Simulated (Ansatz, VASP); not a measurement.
# B4N3: VASP beside Ansatz

```
B N
1.0
     4.85504    0.00000    0.00000
    -2.42752    4.20459    0.00000
     0.00000    0.00000    3.25530
B N
4 3
Cartesian
  2.4275 0.0783 0.0000
  3.5735 2.0631 0.0000
  1.2816 2.0631 0.0000
  0.0000 0.0000 0.0000
  -1.2171 3.5057 0.0000
  1.2171 3.5057 0.0000
  0.0000 1.3977 0.0000
```

Alike in both runs: task relaxation of cell and atoms; functional PBE; k mesh 6 × 6 × 10; occupations gaussian, width 0.1 eV; no spin polarisation.

|  | VASP | Ansatz |
| --- | --- | --- |
| version | VASP 6.6.1 | Ansatz 0.2.0 |
| potentials or method | VASP PAW PBE potentials, release 64 (B, N), cutoff 600 eV | scalar-relativistic, plane waves, PAW |
| valence electrons in the cell | 27 | 27 |

VASP gave:

| Property | Result |
| --- | --- |
| gap on the k mesh at the Fermi level, each at its own relaxed structure (eV) | none |
| relaxed volume (Å³/atom) | 9.45 |
| relaxed length of the cell vector where the two differ most in proportion (Å) | 3.243 |

Problem. Estimate Ansatz's values.

Solution. gap on the k mesh at the Fermi level, each at its own relaxed structure (eV): none; relaxed volume (Å³/atom): 9.49; relaxed length of the cell vector where the two differ most in proportion (Å): 3.255.

A gap of «none» marks a metal or a gap that the smearing closes.
